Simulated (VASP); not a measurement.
A run of VASP 6.6.1:

The input INCAR:

```
  PREC = Accurate
  ENCUT = 520
  EDIFF = 1E-6
  ISMEAR = 0
  SIGMA = 0.1
  LREAL = F
  LASPH = T
  NELM = 60
  ALGO = Normal
  ISIF = 2
  LWAVE = F
  LCHARG = F
  GGA = PS
  NBANDS = 11
```

The input KPOINTS:

```
Automatic mesh
0
Gamma
  15 15 12
```

File POSCAR:

```
MgB2
1.0
    3.0616909799      0.0000000000      0.0000000000
   -1.5308454900      2.6515021671      0.0000000000
    0.0000000000      0.0000000000      3.5044564399
Mg B
1 2
Direct
    0.0000000000      0.0000000000      0.0000000000
    0.3333333333      0.6666666667      0.5000000000
    0.6666666667      0.3333333333      0.5000000000
```

Potentials or basis: VASP PAW PBE potentials, release 64 (Mg, B).

Run with:

```sh
$ cat potpaw_PBE.64/Mg/POTCAR potpaw_PBE.64/B/POTCAR > POTCAR
$ mpirun -np 1 vasp_std > vasp.out
```

Hardware: 1 thread of Intel(R) Xeon(R) 6975P-C (Granite Rapids) (shared host).

Q: How long does it take, and how much memory?

A: Run time: 15 s on 1 thread of Intel(R) Xeon(R) 6975P-C (Granite Rapids), with other jobs on the host, peak memory 0.19 GiB. Counts: scf iterations 12, k points 189.
